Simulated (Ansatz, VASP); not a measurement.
**B2Se in VASP and in Ansatz**

```
B Se
1.0
     2.76703    0.00000    0.00000
     0.00000    4.52326    0.00000
     0.00000    0.00000    5.69150
B Se
4 2
Direct
  0.50000 0.99741 0.34701
  0.00000 0.99741 0.15299
  0.00000 0.00259 0.84701
  0.50000 0.00259 0.65299
  0.00000 0.50000 0.00000
  0.50000 0.50000 0.50000
```

Alike in both runs: functional PBE; k mesh 4 × 4 × 4; occupations gaussian, width 0.1 eV; no spin polarisation.

Ansatz relaxed the structure, and its values are those at the end. VASP's run is a single point on that final structure, the one shown.

|  | VASP | Ansatz |
| --- | --- | --- |
| version | VASP 6.6.1 | Ansatz 0.2.0 |
| potentials or method | VASP PAW PBE potentials, release 64 (B, Se), cutoff 520 eV | scalar-relativistic, plane waves, PAW |
| valence electrons in the cell | 24 | 44 |

|  | VASP | Ansatz | Ansatz less VASP |
| --- | --- | --- | --- |
| gap on the k mesh at the Fermi level (eV) | none | none | - |
| pressure (GPa) | 0.0 | -0.1 | -0.03 |
| rms of the force components (eV/Å) | 0.008 | 0.008 | +0.0003 |

A gap of «none» marks a metal or a gap that the smearing closes. VASP's potentials hold 24 valence electrons a cell and Ansatz's 44, so a difference there can come from the potentials and not from the codes.

The k mesh is coarse, so the values compare programs but aren't converged.
